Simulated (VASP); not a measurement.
# BN (P6_3/mmc) in VASP: notebook, part 2 of 2

VASP 6.6.1. The steps go on from the part before.

### 3 Single point, PBE

This run uses another cell than the first one, of the same volume but with other edges.

The input, INCAR:

```
PREC = Accurate
ENCUT = 520
EDIFF = 1E-6
ISMEAR = 0
SIGMA = 0.05
LREAL = False
LASPH = True
NELM = 80
ALGO = Normal
ISIF = 2
LWAVE = False
LCHARG = True
GGA = PE
LELF = True
LVHAR = True
NBANDS = 16
```

The input, KPOINTS:

```
Automatic mesh
0
Gamma
  12 12 4
```

The input, POSCAR:

```
BN
1.0
    2.4256901463      0.0000000000      0.0000000000
   -1.2128450732      2.1007092884      0.0000000000
    0.0000000000      0.0000000000      7.0981896195
B N
2 2
Direct
    0.3333333333      0.6666666667      0.2500000000
    0.6666666667      0.3333333333      0.7500000000
    0.3333333333      0.6666666667      0.7500000000
    0.6666666667      0.3333333333      0.2500000000
```

Potentials or basis: VASP PAW PBE potentials, release 64 (B, N).

Started as:

```console
cat potpaw_PBE.64/B/POTCAR potpaw_PBE.64/N/POTCAR > POTCAR
mpirun -np 1 vasp_std > vasp.out
```

Wall time 18 s (1 thread of Intel Xeon 6975P-C, shared host); peak memory 0.15 GiB.

Results (log left out):

* Free energy: -34.8696 eV
* Pressure: 27.6 GPa
* Band gap on the k mesh: 4.54 eV, indirect (least direct gap 4.90 eV)

Stress tensor (GPa, compression positive):
```
40.79  0.00  0.00
 0.00 40.79  0.00
 0.00  0.00  1.22
```

Levels at points of the mesh, in eV from the valence-band top:
| k point | band 5 | band 6 | band 7 | band 8 | band 9 | band 10 | band 11 | band 12 |
| --- | --- | --- | --- | --- | --- | --- | --- | --- |
| (0.00, 0.00, 0.00) | -1.21 | -1.21 | -1.20 | -1.20 | 4.84 | 9.65 | 12.39 | 12.39 |
| (0.50, 0.00, 0.00) | -4.28 | -4.25 | -1.34 | -0.68 | 4.54 | 5.58 | 10.35 | 11.04 |
| (0.00, 0.00, 0.50) | -1.20 | -1.20 | -1.20 | -1.20 | 6.90 | 6.90 | 12.42 | 12.42 |
| (0.50, 0.00, 0.50) | -4.27 | -4.27 | -1.01 | -1.01 | 4.94 | 4.94 | 10.86 | 10.86 |

Caveat: this functional lacks dispersion, which binds the layers, so the pressure and a relaxed spacing across them are unreliable. A k mesh can miss the band edges.

### 4 Single point, PBE

This run uses another cell than the first one, of the same volume but with other edges.

The input, INCAR:

```
  ALGO = Normal
  EDIFF = 1E-6
  ENCUT = 520
  GGA = PE
  ISIF = 2
  ISMEAR = 0
  LASPH = T
  LCHARG = F
  LREAL = F
  LWAVE = F
  NBANDS = 16
  NELM = 80
  PREC = Accurate
  SIGMA = 0.05
```

The input, KPOINTS:

```
k-points
0
Gamma
  12 12 4
```

The input, POSCAR:

```
BN
1.0
    2.5382972235      0.0000000000      0.0000000000
   -1.2691486118      2.1982298779      0.0000000000
    0.0000000000      0.0000000000      6.4823622293
B N
2 2
Direct
    0.3333333333      0.6666666667      0.2500000000
    0.6666666667      0.3333333333      0.7500000000
    0.3333333333      0.6666666667      0.7500000000
    0.6666666667      0.3333333333      0.2500000000
```

Potentials or basis: VASP PAW PBE potentials, release 64 (B, N).

Started as:

```console
cat potpaw_PBE.64/B/POTCAR potpaw_PBE.64/N/POTCAR > POTCAR
mpirun -np 1 vasp_std > vasp.out
```

OUTCAR:

```text
EDIFF = 1E-6
   ENCUT = 520
   GGA = PE
   ISIF = 2
   ISMEAR = 0
   LASPH = T
   LREAL = F
   NELM = 80
   PREC = Accurate

 ion  position               nearest neighbor table
   1  0.333  0.667  0.250-   4 1.47   4 1.47   4 1.47
   2  0.667  0.333  0.750-   3 1.47   3 1.47   3 1.47
   3  0.333  0.667  0.750-   2 1.47   2 1.47   2 1.47
   4  0.667  0.333  0.250-   1 1.47   1 1.47   1 1.47

  LATTYP: Found a hexagonal cell.
[... 640 lines left out ...]
      5      -1.2462      2.00000
      6      -1.1883      2.00000
[... 8 lines left out ...]
     15      18.8143      0.00000
     16      20.2355      0.00000

 [... further k-points ...]
[... 5 lines left out ...]
  --------------------------------------------------------------------------------------
  -------------------------------------------------------------------------------------
  Total       -2.3670818     -2.3670818      0.8103848      0.0000000      0.0000000      0.0000000
  in kB     -104.8515777   -104.8515777     35.8965746      0.0000000      0.0000000      0.0000000
  external PRESSURE =     -57.9355270 kB  Pullay stress =       0.0000000 kB

 VOLUME and BASIS-vectors are now :
 -----------------------------------------------------------------------------
  energy-cutoff  :      520.00
  volume of cell :       36.17
      direct lattice vectors                 reciprocal lattice vectors
     2.538297223  0.000000000  0.000000000     0.393964895  0.227455738  0.000000000
    -1.269148612  2.198229878  0.000000000     0.000000000  0.454911477  0.000000000
     0.000000000  0.000000000  6.482362229     0.000000000  0.000000000  0.154264752

 POSITION                                       TOTAL-FORCE (eV/Angst)
 -----------------------------------------------------------------------------------
     -0.00000      1.46549      1.62059         0.000000     -0.000000      0.000000
      1.26915      0.73274      4.86177        -0.000000      0.000000      0.000000
     -0.00000      1.46549      4.86177        -0.000000     -0.000000      0.000000
      1.26915      0.73274      1.62059        -0.000000      0.000000      0.000000
 -----------------------------------------------------------------------------------
    total drift:                               -0.000000      0.000000     -0.000000

  FREE ENERGIE OF THE ION-ELECTRON SYSTEM (eV)
  ---------------------------------------------------
  free  energy   TOTEN  =       -35.1142630706 eV

  energy  without entropy=      -35.1142630706  energy(sigma->0) =      -35.11426307
```

OSZICAR:

```text
N       E                     dE             d eps       ncg     rms          rms(c)
DAV:   1     0.469644783020E+02    0.46964E+02   -0.79249E+03  1824   0.918E+02
DAV:   2    -0.351504260662E+02   -0.82115E+02   -0.74518E+02  2544   0.220E+02
DAV:   3    -0.383568022619E+02   -0.32064E+01   -0.31942E+01  2336   0.420E+01
DAV:   4    -0.383765795133E+02   -0.19777E-01   -0.19773E-01  2328   0.368E+00
DAV:   5    -0.383767543352E+02   -0.17482E-03   -0.17482E-03  2272   0.330E-01    0.109E+01
DAV:   6    -0.354082828685E+02    0.29685E+01   -0.49761E+00  2320   0.172E+01    0.484E+00
DAV:   7    -0.351838264132E+02    0.22446E+00   -0.51069E-01  2432   0.525E+00    0.308E+00
DAV:   8    -0.351185446729E+02    0.65282E-01   -0.21592E-01  2344   0.310E+00    0.474E-01
DAV:   9    -0.351133349123E+02    0.52098E-02   -0.14334E-02  2104   0.995E-01    0.185E-01
DAV:  10    -0.351141631521E+02   -0.82824E-03   -0.13408E-03  2192   0.277E-01    0.345E-02
DAV:  11    -0.351142527109E+02   -0.89559E-04   -0.90491E-05  2256   0.767E-02    0.230E-02
DAV:  12    -0.351142629118E+02   -0.10201E-04   -0.25420E-05  2056   0.356E-02    0.264E-03
DAV:  13    -0.351142630706E+02   -0.15881E-06   -0.58332E-07  1976   0.592E-03
   1 F= -.35114263E+02 E0= -.35114263E+02  d E =-.423915E-20
```

Wall time 17 s (1 thread of Intel Xeon 6975P-C, shared host); peak memory 0.16 GiB.

What came out:

```
Free energy            : -35.1143 eV
Pressure               : -5.8 GPa
Band gap on the k mesh : 4.14 eV, indirect (least direct gap 4.51 eV)
```

Caveat: this functional lacks dispersion, which binds the layers, so the pressure and a relaxed spacing across them are unreliable. A k mesh can miss the band edges.

### 5 Single point, PBE

This run uses another cell than the first one, of the same volume but with other edges.

The input, INCAR:

```
ALGO = Normal ; EDIFF = 1E-6
ENCUT = 520 ; GGA = PE
ISIF = 2 ; ISMEAR = 0
LASPH = True ; LCHARG = False
LREAL = False ; LWAVE = False
NBANDS = 16 ; NELM = 60
PREC = Accurate ; SIGMA = 0.05
```

KPOINTS is that of step 4.

The input, POSCAR:

```
BN
1.0
    2.4635976777      0.0000000000      0.0000000000
   -1.2317988389      2.1335381736      0.0000000000
    0.0000000000      0.0000000000      6.8814296245
B N
2 2
Direct
    0.3333333333      0.6666666667      0.2500000000
    0.6666666667      0.3333333333      0.7500000000
    0.3333333333      0.6666666667      0.7500000000
    0.6666666667      0.3333333333      0.2500000000
```

Potentials or basis: VASP PAW PBE potentials, release 64 (B, N).

Started as:

```console
cat potpaw_PBE.64/B/POTCAR potpaw_PBE.64/N/POTCAR > POTCAR
mpirun -np 1 vasp_std > vasp.out
```

OUTCAR:

```text
EDIFF = 1E-6
   ENCUT = 520
   GGA = PE
   ISIF = 2
   ISMEAR = 0
   LASPH = True
   LREAL = False
   NELM = 60
   PREC = Accurate

 ion  position               nearest neighbor table
   1  0.333  0.667  0.250-   4 1.42   4 1.42   4 1.42
   2  0.667  0.333  0.750-   3 1.42   3 1.42   3 1.42
   3  0.333  0.667  0.750-   2 1.42   2 1.42   2 1.42
   4  0.667  0.333  0.250-   1 1.42   1 1.42   1 1.42

  LATTYP: Found a hexagonal cell.
 ALAT       =     2.4635976777
 C/A-ratio  =     2.7932440783

  Lattice vectors:

 A1 = (   2.4635976777,   0.0000000000,   0.0000000000)
 A2 = (  -1.2317988389,   2.1335381736,   0.0000000000)
 A3 = (   0.0000000000,   0.0000000000,   6.8814296245)

Analysis of symmetry for initial positions (statically):
=====================================================================
 Subroutine PRICEL returns:
 Original cell was already a primitive cell.

 Routine SETGRP: Setting up the symmetry group for a
 hexagonal supercell.

 Subroutine GETGRP returns: Found 24 space group operations
[... 166 lines left out ...]
  ---------------------------------------------------
  free energy    TOTEN  =       -35.07778622 eV

  energy without entropy =      -35.07778622  energy(sigma->0) =      -35.07778622

 E-fermi :   2.4440     XC(G=0):  -9.9302

 val. band max:        2.2003424092   @ k =   0.3333   0.3333   0.5000
 cond. band min:       6.6117810208   @ k =   0.5000   0.0000   0.0000
 fundamental gap:      4.4114386115
 Fermi energy:         2.4439504131

 k-point     1 :       0.0000    0.0000    0.0000
  band No.  band energies     occupation
      1     -15.8588      2.00000
      2     -15.6396      2.00000
      3      -4.1120      2.00000
      4      -2.3617      2.00000
      5       0.9286      2.00000
      6       0.9286      2.00000
[... 433 lines left out ...]
      3      -4.7832      2.00000
      4      -4.7453      2.00000
      5      -1.4267      2.00000
      6      -1.3984      2.00000
[... 8 lines left out ...]
     15      19.3238      0.00000
     16      21.3636      0.00000

 [... further k-points ...]
[... 5 lines left out ...]
  --------------------------------------------------------------------------------------
  -------------------------------------------------------------------------------------
  Total        4.9724789      4.9724789      0.4188298     -0.0000000     -0.0000000      0.0000000
  in kB      220.2595051    220.2595052     18.5523658     -0.0000000     -0.0000000      0.0000000
  external PRESSURE =     153.0237920 kB  Pullay stress =       0.0000000 kB

 VOLUME and BASIS-vectors are now :
 -----------------------------------------------------------------------------
  energy-cutoff  :      520.00
  volume of cell :       36.17
      direct lattice vectors                 reciprocal lattice vectors
     2.463597678  0.000000000  0.000000000     0.405910433  0.234352498  0.000000000
    -1.231798839  2.133538174  0.000000000     0.000000000  0.468704995  0.000000000
     0.000000000  0.000000000  6.881429624     0.000000000  0.000000000  0.145318641

 POSITION                                       TOTAL-FORCE (eV/Angst)
 -----------------------------------------------------------------------------------
     -0.00000      1.42236      1.72036         0.000000      0.000000      0.000000
      1.23180      0.71118      5.16107        -0.000000     -0.000000      0.000000
     -0.00000      1.42236      5.16107         0.000000      0.000000      0.000000
      1.23180      0.71118      1.72036         0.000000      0.000000      0.000000
 -----------------------------------------------------------------------------------
    total drift:                               -0.000000      0.000000      0.000000

  FREE ENERGIE OF THE ION-ELECTRON SYSTEM (eV)
  ---------------------------------------------------
  free  energy   TOTEN  =       -35.0777862186 eV

  energy  without entropy=      -35.0777862186  energy(sigma->0) =      -35.07778622
```

Run time: 18 s. Hardware: 1 thread of Intel Xeon 6975P-C, shared host; peak memory 0.16 GiB.

Results:

- Free energy: -35.0778 eV
- Pressure: 15.3 GPa
- Band gap on the k mesh: 4.41 eV, indirect (least direct gap 4.78 eV)

Levels at points of the mesh, in eV from the valence-band top:
```
           k point  band 6  band 7  band 8  band 9  band 10  band 11
(0.00, 0.00, 0.00)   -1.27   -1.25   -1.25    5.04    10.01    11.98
(0.50, 0.00, 0.00)   -4.17   -1.38   -0.56    4.41     5.60     9.95
(0.00, 0.00, 0.50)   -1.26   -1.26   -1.26    7.25     7.25    12.02
(0.50, 0.00, 0.50)   -4.19   -0.96   -0.96    4.84     4.84    10.40
```

Caveat: this functional lacks dispersion, which binds the layers, so the pressure and a relaxed spacing across them are unreliable.

### 6 Overview

| cell | gap on the mesh (eV) | pressure (GPa) |
| --- | --- | --- |
| a = 2.575, b = 2.575, c = 6.301 Å, angles 90.0, 90.0, 120.0°, 4 atoms | 4.01 | -14.6 |
| a = 2.426, b = 2.426, c = 7.098 Å, angles 90.0, 90.0, 120.0°, 4 atoms | 4.54 | 27.6 |
| a = 2.538, b = 2.538, c = 6.482 Å, angles 90.0, 90.0, 120.0°, 4 atoms | 4.14 | -5.8 |
| a = 2.464, b = 2.464, c = 6.881 Å, angles 90.0, 90.0, 120.0°, 4 atoms | 4.41 | 15.3 |

Alike in all rows: task single point; level PBE; potentials or basis VASP PAW PBE potentials, release 64 (B, N); no spin polarisation; k mesh 12 × 12 × 4; cutoff (eV) 520; smearing gaussian 0.05 eV.

Caveats: this functional lacks dispersion, which binds the layers, so the pressure and a relaxed spacing across them are unreliable.

Absolute energies hang on the potentials; compare differences alone.
